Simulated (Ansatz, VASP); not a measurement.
PtS2: VASP beside Ansatz

```
CELL_PARAMETERS angstrom
3.54320 0.01772 0.00000
-1.75626 3.05964 0.00000
0.00000 0.00000 5.03880
ATOMIC_POSITIONS crystal
Pt 0.00000 0.00000 0.00000
S 0.66667 0.33333 0.77300
S 0.33333 0.66667 0.22700
```

Alike in both runs: functional PBEsol; k mesh 7 × 7 × 5; occupations fermi-dirac, width 0.05 eV; no spin polarisation.

```csv
,VASP,Ansatz
version,VASP 6.6.1,Ansatz 0.2.0
potentials or method,"VASP PAW PBE potentials, release 64 (Pt, S)",Ansatz PAW
plane-wave cutoff (eV),520,420
valence electrons in the cell,22,30
task,single point,band structure
```

|  | VASP | Ansatz | Ansatz less VASP |
| --- | --- | --- | --- |
| gap on the k mesh at the Fermi level (eV) | 0.76 | 0.75 | -0.013 |
| least direct gap on the mesh (eV) | 1.10 | 1.08 | -0.019 |
| pressure (GPa) | 6.1 | 6.4 | +0.30 |
| traceless stress, the component that is largest in VASP (GPa) | -1.01 | -1.01 | -0.002 |
| rms of the force components (eV/Å) | 0.442 | 0.452 | +0.0103 |

VASP's potentials were made for PBE, not for PBEsol. Atom by atom the forces differ by 0.010 eV/Å (rms over components). The functional is the same, so the differences come from potentials, cutoffs and numerics. VASP's potentials hold 22 valence electrons a cell and Ansatz's 30, so a difference there can come from the potentials and not from the codes.

Spin-orbit coupling is off throughout.
